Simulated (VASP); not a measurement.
# Mo (Im-3m) in VASP: further runs

Mo is run at these levels: PBE; tasks: single point, relaxation of cell and atoms.

All numbers are computed with VASP 6.6.1; they aren't measurements. Logs are shortened: lines on timing, memory, paths and dates and some standing lists are left out, and cuts for length are marked.

## 1. The cell of the first run

Symmetry: Im-3m, No. 229, cubic system. Conventional cell: a = 3.026 Å, b = 3.026 Å, c = 3.026 Å, α = 90.00°, β = 90.00°, γ = 90.00°. Within 3.5 Å of Mo (site symmetry m-3m) lie 14 Mo at 2.62 to 3.03 Å.

## 2. Single point, PBE

INCAR reads:

```
SYSTEM = Mo
PREC = Accurate
ENCUT = 500
EDIFF = 1E-6
ISMEAR = 0
SIGMA = 0.1
LREAL = .False.
LASPH = .True.
NELM = 120
ALGO = Normal
ISIF = 2
LWAVE = .False.
LCHARG = .True.
GGA = PE
LELF = .True.
LVHAR = .True.
NBANDS = 13
GGA_COMPAT = .False.
```

KPOINTS reads:

```
Automatic mesh
0
Gamma
  18 18 18
  0 0 0
```

POSCAR reads:

```
Mo
1.0
   -1.5128337062      1.5128337062      1.5128337062
    1.5128337062     -1.5128337062      1.5128337062
    1.5128337062      1.5128337062     -1.5128337062
Mo
1
Direct
    0.0000000000      0.0000000000      0.0000000000
```

Potentials or basis: VASP PAW PBE potentials, release 64 (Mo_sv).

Run with:

```bash
> cat potpaw_PBE.64/Mo_sv/POTCAR > POTCAR
> mpirun -np 1 vasp_std > vasp.out
```

OUTCAR:

```text
SYSTEM = Mo
   PREC = Accurate
   ENCUT = 500
   EDIFF = 1E-6
   ISMEAR = 0
   LREAL = .False.
   LASPH = .True.
   NELM = 120
   ISIF = 2
   GGA = PE

 ion  position               nearest neighbor table
   1  0.000  0.000  0.000-

  LATTYP: Found a body centered cubic cell.
 ALAT       =     3.0256674124

  Lattice vectors:

 A1 = (  -1.5128337062,   1.5128337062,   1.5128337062)
 A2 = (   1.5128337062,  -1.5128337062,   1.5128337062)
 A3 = (   1.5128337062,   1.5128337062,  -1.5128337062)

Analysis of symmetry for initial positions (statically):
=====================================================================
 Subroutine PRICEL returns:
 Original cell was already a primitive cell.

 Routine SETGRP: Setting up the symmetry group for a
 body centered cubic supercell.

 Subroutine GETGRP returns: Found 48 space group operations
 (whereof 48 operations were pure point group operations)
 out of a pool of 48 trial point group operations.

The static configuration has the point symmetry O_h .

Analysis of symmetry for dynamics (positions and initial velocities):
=====================================================================
 Subroutine PRICEL returns:
 Original cell was already a primitive cell.

 Routine SETGRP: Setting up the symmetry group for a
 body centered cubic supercell.

 Subroutine GETGRP returns: Found 48 space group operations
 (whereof 48 operations were pure point group operations)
 out of a pool of 48 trial point group operations.

The dynamic configuration has the point symmetry O_h .

 Subroutine INISYM returns: Found 48 space group operations
 (whereof 48 operations are pure point group operations),
 and found     1 'primitive' translations

----------------------------------------------------------------------------------------

                                     Primitive cell

  volume of cell :      13.8495

  direct lattice vectors                    reciprocal lattice vectors
    -1.512833706  1.512833706  1.512833706     0.000000000  0.330505592  0.330505592
     1.512833706 -1.512833706  1.512833706     0.330505592  0.000000000  0.330505592
     1.512833706  1.512833706 -1.512833706     0.330505592  0.330505592  0.000000000

  length of vectors
     2.620304843  2.620304843  2.620304843     0.467405491  0.467405491  0.467405491

  position of ions in fractional coordinates (direct lattice)
     0.000000000  0.000000000  0.000000000

  ion indices of the primitive-cell ions
   primitive index   ion index
                 1           1

----------------------------------------------------------------------------------------

 KPOINTS: Automatic mesh

Automatic generation of k-mesh.
 Grid dimensions read from file:
 generate k-points for:   18   18   18

 Generating k-lattice:

  Cartesian coordinates                     Fractional coordinates (reciprocal lattice)
     0.000000000  0.018361422  0.018361422     0.055555556  0.000000000  0.000000000
     0.018361422  0.000000000  0.018361422     0.000000000  0.055555556  0.000000000
     0.018361422  0.018361422  0.000000000     0.000000000  0.000000000  0.055555556

  Length of vectors
     0.025966972  0.025966972  0.025966972

  Shift w.r.t. Gamma in fractional coordinates (k-lattice)
     0.000000000  0.000000000  0.000000000

 Subroutine IBZKPT returns following result:
 ===========================================

 Found    195 irreducible k-points:

 Following reciprocal coordinates:
            Coordinates               Weight
  0.000000  0.000000  0.000000      1.000000
  0.055556  0.000000  0.000000     12.000000
  0.111111  0.000000  0.000000     12.000000
  0.166667  0.000000  0.000000     12.000000
  0.222222  0.000000  0.000000     12.000000
  0.277778  0.000000  0.000000     12.000000
[... 16 lines left out ...]
  0.333333  0.111111  0.000000     48.000000
  0.388889  0.111111  0.000000     48.000000
 [... further k-points ...]
   k-points           NKPTS =    195   k-points in BZ     NKDIM =    195   number of bands    NBANDS=     13
   number of dos      NEDOS =    301   number of ions     NIONS =      1
   total plane-waves  NPLWV =   8000
   dimension x,y,z NGX =    20 NGY =   20 NGZ =   20
   dimension x,y,z NGXF=    40 NGYF=   40 NGZF=   40
   ions per type =               1
   NGX,Y,Z   is equivalent  to a cutoff of  12.69, 12.69, 12.69 a.u.
   NGXF,Y,Z  is equivalent  to a cutoff of  25.38, 25.38, 25.38 a.u.
 SYSTEM =  Mo
   PREC   = accura    normal or accurate (medium, high low for compatibility)
   ISTART =      0    job   : 0-new  1-cont  2-samecut
   ICHARG =      2    charge: 1-file 2-atom 10-const
   ISPIN  =      1    spin polarized calculation?
   LNONCOLLINEAR =      F non collinear calculations
   LSORBIT =      F    spin-orbit coupling
   LASPH  =      T    aspherical Exc in radial PAW
   ENCUT  =  500.0 eV  36.75 Ry    6.06 a.u.   4.78  4.78  4.78*2*pi/ulx,y,z
   NELM   =    120;   NELMIN=  2; NELMDL= -5     # of ELM steps
   EDIFF  = 0.1E-05   stopping-criterion for ELM
   LREAL  =      F    real-space projection
   EDIFFG = 0.1E-04   stopping-criterion for IOM
   NSW    =      0    number of steps for IOM
   IBRION =     -1    ionic relax: 0-MD 1-quasi-New 2-CG
   NFREE  =      0    steps in history (QN), initial steepest desc. (CG)
   ISIF   =      2    stress and relaxation
   ISYM   =      2    0-nonsym 1-usesym 2-fastsym
   POTIM  = 0.5000    time-step for ionic-motion
   TEBEG  =    0.0;   TEEND  =   0.0 temperature during run
   PSTRESS=    0.0 pullay stress
   NELECT =      14.0000    total number of electrons
   NUPDOWN=      -1.0000    fix difference up-down
   EMIN   =  10.00;   EMAX   =-10.00  energy-range for DOS
   EFERMI =   0.00;   METHOD = LEGACY
   ISMEAR =     0;   SIGMA  =   0.10  broadening in eV -4-tet -1-fermi 0-gaus
   EFERMI_NEDOS =   21; number of points for ismear=-14 and -15
   IALGO  =     38    algorithm
   IMIX   =      4    mixing-type and parameters
     AMIX     =   0.40;   BMIX     =  1.00
     AMIX_MAG =   1.60;   BMIX_MAG =  1.00
  volume/ion in A,a.u.               =      13.85        93.46
  Fermi-wavevector in a.u.,A,eV,Ry     =   1.643008  3.104835 36.728587  2.699475
  Thomas-Fermi vector in A             =   2.733215
   LORBIT       =      0    0 simple, 1 ext, 2 COOP (PROOUT), +10 PAW based schemes
   GGA     = PE    functional components
   LHFCALC =     F    Hartree Fock is set to
   AEXX    =    0.0000 exact exchange contribution
   IVDW    =     0    specifies the selected vdW correction
   LEPSILON=     F    determine dielectric tensor
   LRPA    =     F    only Hartree local field effects (RPA)
 non-spin polarized calculation
 Gauss-broadening in eV      SIGMA  =   0.10
  energy-cutoff  :      500.00
  volume of cell :       13.85
 maximum number of plane-waves:       370
   NGX =  9   NGY =  9   NGZ =  9

 number of electron      14.0000004 magnetization

 Free energy of the ion-electron system (eV)
  ---------------------------------------------------
  ext. energy  EPLUGINS =         0.00000000
  ---------------------------------------------------
  free energy    TOTEN  =       -10.68359130 eV

  energy without entropy =      -10.68150496  energy(sigma->0) =      -10.68254813

 E-fermi :  14.6872     XC(G=0): -14.0878

 val. band max:       14.6497065204   @ k =  -0.3889   0.4444   0.2778
 cond. band min:      14.7166883116   @ k =  -0.3333   0.3889   0.2778
 fundamental gap:      0.0669817912
 Fermi energy:        14.6872023885

 k-point     1 :       0.0000    0.0000    0.0000
  band No.  band energies     occupation
      1     -46.7028      2.00000
      2     -19.6257      2.00000
      3     -19.6257      2.00000
      4     -19.6257      2.00000
      5       7.0594      2.00000
      6      13.0165      2.00000
      7      13.0165      2.00000
      8      13.0165      2.00000
      9      16.5169      0.00000
     10      16.5169      0.00000
     11      29.6228      0.00000
     12      29.6228      0.00000
     13      29.6228      0.00000

 k-point     2 :       0.0556    0.0000    0.0000
  band No.  band energies     occupation
      1     -46.6903      2.00000
      2     -19.6927      2.00000
      3     -19.6458      2.00000
      4     -19.6264      2.00000
      5       7.2175      2.00000
      6      12.9223      2.00000
      7      13.0011      2.00000
      8      13.1676      2.00000
      9      16.3685      0.00000
     10      16.5173      0.00000
     11      29.7531      0.00000
     12      29.8899      0.00000
     13      29.9861      0.00000

 k-point     3 :       0.1111    0.0000    0.0000
  band No.  band energies     occupation
      1     -46.6542      2.00000
      2     -19.8830      2.00000
      3     -19.7033      2.00000
      4     -19.6284      2.00000
      5       7.6626      2.00000
      6      12.6621      2.00000
      7      12.9356      2.00000
      8      13.6146      2.00000
      9      16.0504      0.00000
     10      16.5259      0.00000
     11      30.0797      0.00000
     12      30.6669      0.00000
     13      30.9129      0.00000
[... 305 lines left out ...]
 k-point    23 :       0.3333    0.1111    0.0000
  band No.  band energies     occupation
      1     -46.3111      2.00000
      2     -21.3935      2.00000
      3     -20.2567      2.00000
      4     -19.7344      2.00000
      5       9.2366      2.00000
      6      10.9608      2.00000
      7      14.1754      2.00000
      8      16.3169      0.00000
      9      17.5405      0.00000
     10      19.9877      0.00000
     11      28.2114      0.00000
     12      29.5299      0.00000
     13      34.4016      0.00000

 k-point    24 :       0.3889    0.1111    0.0000
  band No.  band energies     occupation
      1     -46.2750      2.00000
      2     -21.5334      2.00000
      3     -20.3225      2.00000
      4     -19.7380      2.00000
      5       9.0380      2.00000
      6      10.8154      2.00000
      7      14.8732      0.00853
      8      16.4661      0.00000
      9      17.8701      0.00000
     10      21.0098      0.00000
     11      27.6673      0.00000
     12      28.4432      0.00000
     13      33.3606      0.00000

 [... further k-points ...]

------------------------ aborting loop because EDIFF is reached ----------------------------------------

  FORCE on cell =-STRESS in cart. coord.  units (eV):
  Direction    XX          YY          ZZ          XY          YZ          ZX
  --------------------------------------------------------------------------------------
  -------------------------------------------------------------------------------------
  Total        3.9710944      3.9710944      3.9710944     -0.0000000     -0.0000000      0.0000000
  in kB      459.3960229    459.3960229    459.3960229     -0.0000000     -0.0000000      0.0000000
  external PRESSURE =     459.3960229 kB  Pullay stress =       0.0000000 kB

 VOLUME and BASIS-vectors are now :
 -----------------------------------------------------------------------------
  energy-cutoff  :      500.00
  volume of cell :       13.85
      direct lattice vectors                 reciprocal lattice vectors
    -1.512833706  1.512833706  1.512833706     0.000000000  0.330505592  0.330505592
     1.512833706 -1.512833706  1.512833706     0.330505592  0.000000000  0.330505592
     1.512833706  1.512833706 -1.512833706     0.330505592  0.330505592  0.000000000

 POSITION                                       TOTAL-FORCE (eV/Angst)
 -----------------------------------------------------------------------------------
      0.00000      0.00000      0.00000        -0.000000      0.000000      0.000000
 -----------------------------------------------------------------------------------
    total drift:                                0.000000      0.000000      0.000000

  FREE ENERGIE OF THE ION-ELECTRON SYSTEM (eV)
  ---------------------------------------------------
  free  energy   TOTEN  =       -10.6835913012 eV

  energy  without entropy=      -10.6815049558  energy(sigma->0) =      -10.68254813
```

Wall time 11 s (1 thread of Intel Xeon 6975P-C (Granite Rapids), shared host); peak memory 0.15 GiB.

Results:

| Item | Value |
| --- | --- |
| Free energy | -10.6836 eV |
| Pressure | 45.9 GPa |
| Band gap on the k mesh | zero (band 7 reaches 19.35 eV, above the bottom of band 8 at 13.02 eV) |

## 3. Single point, PBE

INCAR reads:

```
SYSTEM = Mo
ALGO = Normal
EDIFF = 1E-6
ENCUT = 500
GGA = PE
GGA_COMPAT = .False.
ISIF = 2
ISMEAR = 0
LASPH = .True.
LCHARG = .False.
LREAL = .False.
LWAVE = .False.
NBANDS = 13
NELM = 120
PREC = Accurate
SIGMA = 0.1
```

KPOINTS reads:

```
k-points
0
Gamma
  20 20 20
  0 0 0
```

POSCAR reads:

```
Mo
1.0
   -1.5124287606      1.5124287606      1.5124287606
    1.5124287606     -1.5124287606      1.5124287606
    1.5124287606      1.5124287606     -1.5124287606
Mo
1
Direct
    0.0000000000      0.0000000000      0.0000000000
```

Potentials or basis: VASP PAW PBE potentials, release 64 (Mo_sv).

Run with:

```bash
> cat potpaw_PBE.64/Mo_sv/POTCAR > POTCAR
> mpirun -np 1 vasp_std > vasp.out
```

Wall time 14 s (1 thread of Intel Xeon 6975P-C (Granite Rapids), shared host); peak memory 0.16 GiB.

Results (log left out):

* Free energy: -10.6835 eV
* Pressure: 45.9 GPa
* Band gap on the k mesh: zero (band 7 reaches 19.38 eV, above the bottom of band 8 at 13.03 eV)

Levels at points of the mesh, in eV from the Fermi level:
```tsv
k point	band 4	band 5	band 6	band 7	band 8	band 9	band 10	band 11
(0.00, 0.00, 0.00)	-34.31	-7.64	-1.67	-1.67	-1.67	1.83	1.83	14.93
(0.50, 0.00, 0.00)	-34.33	-6.15	-4.08	1.94	2.14	2.68	5.61	12.13
(0.50, 0.50, 0.50)	-35.69	-6.51	-6.51	4.67	4.67	4.67	10.04	10.04
```

## 4. Relaxation of cell and atoms, PBE, target pressure 45 GPa, at which the enthalpy is minimised

INCAR reads:

```
SYSTEM = Mo
PREC = Accurate
ENCUT = 500
EDIFF = 1E-7
ISMEAR = 0
SIGMA = 0.1
LREAL = .FALSE.
LASPH = .TRUE.
NELM = 120
ALGO = Normal
ISIF = 3
LWAVE = .FALSE.
LCHARG = .FALSE.
GGA = PE
IBRION = 2
NSW = 100
EDIFFG = -0.002
PSTRESS = 450.0
GGA_COMPAT = .FALSE.
NELMIN = 4
```

KPOINTS reads:

```
Automatic mesh
0
G
  20 20 20
  0 0 0
```

POSCAR reads:

```
Mo
1.0
   -1.5128337062      1.5128337062      1.5128337062
    1.5128337062     -1.5128337062      1.5128337062
    1.5128337062      1.5128337062     -1.5128337062
Mo
1
Direct
    0.0000000000      0.0000000000      0.0000000000
```

Potentials or basis: VASP PAW PBE potentials, release 64 (Mo_sv).

Run with:

```bash
> cat potpaw_PBE.64/Mo_sv/POTCAR > POTCAR
> mpirun -np 1 vasp_std > vasp.out
```

OUTCAR:

```text
SYSTEM = Mo
   PREC = Accurate
   ENCUT = 500
   EDIFF = 1E-7
   ISMEAR = 0
   LREAL = .FALSE.
   LASPH = .TRUE.
   NELM = 120
   ISIF = 3
   GGA = PE
   IBRION = 2
   NSW = 100
   EDIFFG = -0.002
   PSTRESS = 450.0
   NELMIN = 4

 ion  position               nearest neighbor table
   1  0.000  0.000  0.000-

  LATTYP: Found a body centered cubic cell.
 ALAT       =     3.0256674124

  Lattice vectors:

 A1 = (  -1.5128337062,   1.5128337062,   1.5128337062)
 A2 = (   1.5128337062,  -1.5128337062,   1.5128337062)
 A3 = (   1.5128337062,   1.5128337062,  -1.5128337062)

Analysis of symmetry for initial positions (statically):
=====================================================================
 Subroutine PRICEL returns:
 Original cell was already a primitive cell.
[... 258 lines left out ...]
 Fermi energy:        14.6700601922

 k-point     1 :       0.0000    0.0000    0.0000
  band No.  band energies     occupation
      1     -46.7147      2.00000
      2     -19.6427      2.00000
      3     -19.6427      2.00000
      4     -19.6427      2.00000
      5       7.0390      2.00000
      6      13.0015      2.00000
      7      13.0015      2.00000
      8      13.0015      2.00000
      9      16.4963      0.00000
     10      16.4963      0.00000
     11      29.5979      0.00000
[... 309 lines left out ...]
 k-point    24 :       0.2500    0.1000    0.0000
  band No.  band energies     occupation
      1     -46.4221      2.00000
      2     -21.0242      2.00000
      3     -20.0909      2.00000
      4     -19.7283      2.00000
      5       9.4897      2.00000
      6      11.3595      2.00000
      7      12.8895      2.00000
      8      15.7801      0.00000
      9      17.1387      0.00000
     10      17.6922      0.00000
     11      29.5575      0.00000

 [... further k-points ...]

------------------------ aborting loop because EDIFF is reached ----------------------------------------

  FORCE on cell =-STRESS in cart. coord.  units (eV):
  Direction    XX          YY          ZZ          XY          YZ          ZX
  --------------------------------------------------------------------------------------
  -------------------------------------------------------------------------------------
  Total        3.8955644      3.8955644      3.8955644      0.0000000      0.0000000      0.0000000
  in kB      450.0629800    450.0629800    450.0629800      0.0000000      0.0000000      0.0000000
  external PRESSURE =       0.0629800 kB  Pullay stress =     450.0000000 kB
[... 20 lines left out ...]
  energy  without entropy=      -10.6884894167  energy(sigma->0) =      -10.69015550

  enthalpy is  TOTEN    =        -6.7968022792 eV   P V=        3.8950192998

 reached required accuracy - stopping structural energy minimisation
```

CONTCAR:

```text
Mo
   1.00000000000000
    -1.5135004824955858    1.5135004824955858    1.5135004824955858
     1.5135004824955858   -1.5135004824955858    1.5135004824955858
     1.5135004824955858    1.5135004824955858   -1.5135004824955858
  Mo
     1
Direct
     0.0000000000000000    0.0000000000000000    0.0000000000000000

  0.00000000E+00  0.00000000E+00  0.00000000E+00
```

Wall time 31 s (1 thread of Intel Xeon 6975P-C (Granite Rapids), shared host); peak memory 0.16 GiB.

What came out:

```yaml
Free_energy: -10.6918 eV
Relaxed_volume: 13.87 Å³/atom
Relaxed_cell: a = 2.621 Å, b = 2.621 Å, c = 2.621 Å, α = 109.47°, β = 109.47°, γ = 109.47°
Space_group_after_relaxing_to_0.05_Å: Im-3m (No. 229)
Energy_change_on_relaxing_the_enthalpy_is_what_falls: -5.2 meV/atom
Ionic_steps: 3
Pressure_after_relaxing: 45.0 GPa
Band_gap_on_the_k_mesh: zero (band 7 reaches 19.33 eV, above the bottom of band 8 at 13.00 eV)
```

The path:
```
step  energy change (eV)  largest force (eV/Å)  pressure (GPa)  volume (Å³)
   1              0.0000                0.0000           45.57        13.85
   2             -0.0274                0.0000           42.52        13.95
   3             -0.0052                0.0000           45.01        13.87
```

Final structure:
```cif
data_structure
_symmetry_space_group_name_H-M 'P 1'
_symmetry_Int_Tables_number 1
_cell_length_a 2.6215
_cell_length_b 2.6215
_cell_length_c 2.6215
_cell_angle_alpha 109.471
_cell_angle_beta 109.471
_cell_angle_gamma 109.471
_cell_volume 13.87
loop_
_atom_site_label
_atom_site_type_symbol
_atom_site_fract_x
_atom_site_fract_y
_atom_site_fract_z
_atom_site_occupancy
Mo1 Mo 0.00000 0.00000 0.00000 1
```

Caveat: the cell is relaxed towards a set pressure, so the enthalpy falls and the energy may rise.

## 5. Summary

```tsv
task	cell	k mesh	gap on the mesh (eV)	pressure (GPa)
single point	a = 2.620 Å, angles 109.5°, 1 atom	18 × 18 × 18	none	45.9
single point	a = 2.620 Å, angles 109.5°, 1 atom	20 × 20 × 20	none	45.9
relaxation of cell and atoms	relaxed to 45 GPa from a = 2.620 Å, angles 109.5°, 1 atom	20 × 20 × 20	none	45.0
```

Alike in all rows: level PBE; potentials or basis VASP PAW PBE potentials, release 64 (Mo_sv); no spin polarisation; cutoff (eV) 500; smearing gaussian 0.1 eV.

Caveats: the cell is relaxed towards a set pressure, so the enthalpy falls and the energy may rise (some runs).

Absolute energies hang on the potentials; compare differences alone.
